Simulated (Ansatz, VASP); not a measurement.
Two plane-wave programs on Mg4S

Contents of INCAR:

```
SYSTEM = Mg4S
PREC = Accurate
ENCUT = 600
EDIFF = 1E-6
ISMEAR = 0
SIGMA = 0.2
LREAL = .FALSE.
LASPH = .TRUE.
NELM = 120
ALGO = Normal
ISIF = 2
LWAVE = .FALSE.
LCHARG = .FALSE.
GGA = PE
NBANDS = 25
GGA_COMPAT = .FALSE.
```

The input KPOINTS:

```
Automatic mesh
0
G
  6 6 1
  0 0 0
```

The input POSCAR:

```
Mg4S
1.0
    3.5006905705      0.0000000000      0.0000000000
   -1.7503452852      3.0316869648      0.0000000000
    0.0000000000      0.0000000000     21.1795765245
Mg S
8 2
Direct
    0.0000000000      0.0000000000      0.7351311366
    0.6666666667      0.3333333333      0.6179502819
    0.0000000000      0.0000000000      0.0000000000
    0.6666666667      0.3333333333      0.1471151734
    0.3333333333      0.6666666667      0.8528848266
    0.0000000000      0.0000000000      0.2648688634
    0.3333333333      0.6666666667      0.3820497181
    0.0000000000      0.0000000000      0.5000000000
    0.3333333333      0.6666666667      0.0735772099
    0.6666666667      0.3333333333      0.9264227901
```

Input for Ansatz:

```yaml
crystal:
  lattice:
    - [3.5006905705, 0.0, 0.0]
    - [-1.7503452852, 3.0316869648, 0.0]
    - [0.0, 0.0, 21.1795765245]
  atoms:
    - { symbol: Mg, position: [0.0, 0.0, 0.7351311366] }
    - { symbol: Mg, position: [0.6666666667, 0.3333333333, 0.6179502819] }
    - { symbol: Mg, position: [0.0, 0.0, 0.0] }
    - { symbol: Mg, position: [0.6666666667, 0.3333333333, 0.1471151734] }
    - { symbol: Mg, position: [0.3333333333, 0.6666666667, 0.8528848266] }
    - { symbol: Mg, position: [0.0, 0.0, 0.2648688634] }
    - { symbol: Mg, position: [0.3333333333, 0.6666666667, 0.3820497181] }
    - { symbol: Mg, position: [0.0, 0.0, 0.5] }
    - { symbol: S, position: [0.3333333333, 0.6666666667, 0.0735772099] }
    - { symbol: S, position: [0.6666666667, 0.3333333333, 0.9264227901] }
basis:
  ecutwfc: 420
kpoints:
  mp_grid: { grid: [6, 6, 1] }
hamiltonian:
  xc: pbe
scf:
  occupations: { method: gaussian, width: 0.2 }
  lower_state_search: "off"
output:
  forces: true
  stress: true
  eigenvalues: true
```

Alike in both runs: task single point; functional PBE; k mesh 6 × 6 × 1; occupations gaussian, width 0.2 eV; no spin polarisation.

|  | VASP | Ansatz |
| --- | --- | --- |
| version | VASP 6.6.1 | Ansatz 0.2.0 |
| potentials or method | VASP PAW PBE potentials, release 64 (Mg, S), cutoff 600 eV | scalar-relativistic, plane waves, PAW |
| valence electrons in the cell | 28 | 92 |

|  | VASP | Ansatz | Ansatz less VASP |
| --- | --- | --- | --- |
| gap on the k mesh at the Fermi level (eV) | none | none | - |
| pressure (GPa) | 0.0 | 0.1 | +0.15 |
| traceless stress, the component that is largest in VASP (GPa) | -1.10 | -1.10 | +0.006 |
| rms of the force components (eV/Å) | 0.022 | 0.022 | +0.0004 |

Atom by atom the forces differ by 0.002 eV/Å (rms over components). A gap of «none» marks a metal or a gap that the smearing closes. VASP's potentials hold 28 valence electrons a cell and Ansatz's 92, so a difference there can come from the potentials and not from the codes.
